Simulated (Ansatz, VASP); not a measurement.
**BAs in VASP and in Ansatz**

INCAR

```
SYSTEM = BAs
ALGO = Normal
EDIFF = 1E-6
ENCUT = 520
GGA = RE
ISIF = 2
ISMEAR = -1
ISYM = 0
LASPH = .TRUE.
LCHARG = .FALSE.
LREAL = .FALSE.
LWAVE = .FALSE.
NBANDS = 11
NELM = 100
PREC = Accurate
SIGMA = 0.05
```

The input KPOINTS:

```
k-points
0
G
  15 15 15
  0 0 0
```

POSCAR

```
BAs
1.0
    2.8156175929      0.0000000000      0.0000000000
    0.0000000000      2.8156175929      0.0000000000
    0.0000000000      0.0000000000      2.8156175929
B As
1 1
Direct
    0.0000000000      0.0000000000      0.0000000000
    0.5000000000      0.5000000000      0.5000000000
```

Input for Ansatz:

```yaml
crystal:
  lattice:
    - [2.8156175929, 0.0, 0.0]
    - [0.0, 2.8156175929, 0.0]
    - [0.0, 0.0, 2.8156175929]
  atoms:
    - { symbol: B, position: [0.0, 0.0, 0.0] }
    - { symbol: As, position: [0.5, 0.5, 0.5] }
  symmetry: { detect: false }
kpoints:
  mp_grid: { grid: [15, 15, 15] }
scf:
  occupations: { method: fermi_dirac, width: 0.05 }
hamiltonian:
  xc: revpbe
  pseudopotentials: { kind: paw }
output:
  forces: true
  stress: true
  eigenvalues: true
  populations: true
  write_density: true
  write_potential: true
  elf: true
  volumetric_format: npy
basis:
  xc_grid: 2
```

Alike in both runs: task single point; functional revPBE; k mesh 15 × 15 × 15; occupations fermi-dirac, width 0.05 eV; no spin polarisation.

|  | VASP | Ansatz |
| --- | --- | --- |
| version | VASP 6.6.1 | Ansatz 0.2.0 |
| potentials or method | VASP PAW PBE potentials, release 64 (B, As) | PAW with Ansatz's default frozen-core files, scalar-relativistic |
| plane-wave cutoff (eV) | 520 | 420 |
| valence electrons in the cell | 8 | 18 |

```tsv
	VASP	Ansatz	Ansatz less VASP
gap on the k mesh at the Fermi level (eV)	none	none	-
pressure (GPa)	19.3	19.0	-0.33
```

VASP's potentials were made for PBE, not for revPBE. A gap of «none» marks a metal or a gap that the smearing closes. VASP's potentials hold 8 valence electrons a cell and Ansatz's 18, so a difference there can come from the potentials and not from the codes.
